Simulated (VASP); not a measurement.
Write the native input for VASP 6.6.1 that does the following.

```yaml
Task: single point
Functional: PBE
Potentials_or_basis: VASP PAW PBE potentials, release 64 (Ni)
Cutoff: 520 eV
k_mesh: 13 × 7 × 13
Occupations: gaussian, width 0.1 eV
Spin: collinear spin, ferromagnetic start
Starting_moments: "[0.71, 0.71] μB"
Dipole_correction: no
Further_INCAR_settings: ALGO = Normal; EDIFF = 1e-06; NBANDS = 21; ISYM = 0
```

The structure of Ni lies in POSCAR:

```
Ni
1.0
    0.0000000000      1.7250000000      1.7250000000
    3.4500000000      0.0000000000      3.4500000000
    1.7250000000      1.7250000000      0.0000000000
Ni
2
Direct
    0.0000000000      0.0000000000      0.0000000000
    0.0000000000      0.5000000000      0.0000000000
```

The input as run:

INCAR

```
PREC = Accurate
ENCUT = 520
EDIFF = 1E-6
ISMEAR = 0
SIGMA = 0.1
LREAL = False
LASPH = True
NELM = 150
ALGO = Normal
ISIF = 2
LWAVE = False
LCHARG = False
ISPIN = 2
MAGMOM = 0.71 0.71
LORBIT = 11
LMAXMIX = 4
GGA = PE
ISYM = 0
NBANDS = 21
```

KPOINTS

```
regular mesh
0
Gamma
  13 7 13
```

Potentials or basis: VASP PAW PBE potentials, release 64 (Ni).

Launch:

```bash
$ cat potpaw_PBE.64/Ni/POTCAR > POTCAR
$ mpirun -np 1 vasp_std > vasp.out
```

It gave:

```json
{"Pressure": "13.1 GPa", "Net moment": "1.20 μB per cell", "Site moments": "Ni +0.61 μB", "Valence electrons inside the program's atomic spheres": "Ni 9.42"}
```

Caveat: the cell stands under pressure.

It took 11 min on 1 thread of Intel Xeon 8259CL (shared host), peak memory 0.43 GiB.
